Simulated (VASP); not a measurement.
Wanted: the native input for a VASP 6.6.1 run.

| Quantity | Value |
| --- | --- |
| Task | single point |
| Functional | PBE |
| Potentials or basis | VASP PAW PBE potentials, release 64 (Ti_sv, H) |
| Cutoff | 520 eV |
| k mesh | 12 × 12 × 10 |
| Occupations | gaussian, width 0.1 eV |
| Spin | no spin polarisation |
| Dipole correction | no |
| Further INCAR settings | ALGO = Normal; EDIFF = 1e-06; NBANDS = 18 |

The structure of TiH5 lies in POSCAR:

```
TiH5
1.0
    3.0059097749      0.0000000000      0.0000000000
   -1.5029548875      2.6031942265      0.0000000000
    0.0000000000      0.0000000000      3.9153298783
Ti H
1 5
Direct
    0.0000000000      0.0000000000      0.0000000000
    0.3333333333      0.6666666667      0.7665262652
    0.6666666667      0.3333333333      0.7665262652
    0.6666666667      0.3333333333      0.2334737348
    0.3333333333      0.6666666667      0.2334737348
    0.0000000000      0.0000000000      0.5000000000
```

The input as run:

INCAR

```
PREC = Accurate
ENCUT = 520
EDIFF = 1E-6
ISMEAR = 0
SIGMA = 0.1
LREAL = F
LASPH = T
NELM = 100
ALGO = Normal
ISIF = 2
LWAVE = F
LCHARG = T
GGA = PE
LELF = T
LVHAR = T
NBANDS = 18
```

KPOINTS

```
Automatic mesh
0
Gamma
  12 12 10
```

Potentials or basis: VASP PAW PBE potentials, release 64 (Ti_sv, H).

The run is started by

```bash
$ cat potpaw_PBE.64/Ti_sv/POTCAR potpaw_PBE.64/H/POTCAR > POTCAR
$ mpirun -np 1 vasp_std > vasp.out
```

It gave:

- Pressure: -0.2 GPa

It took 19 s on 1 thread of Intel(R) Xeon(R) 6975P-C (Granite Rapids) (shared host), peak memory 0.18 GiB.
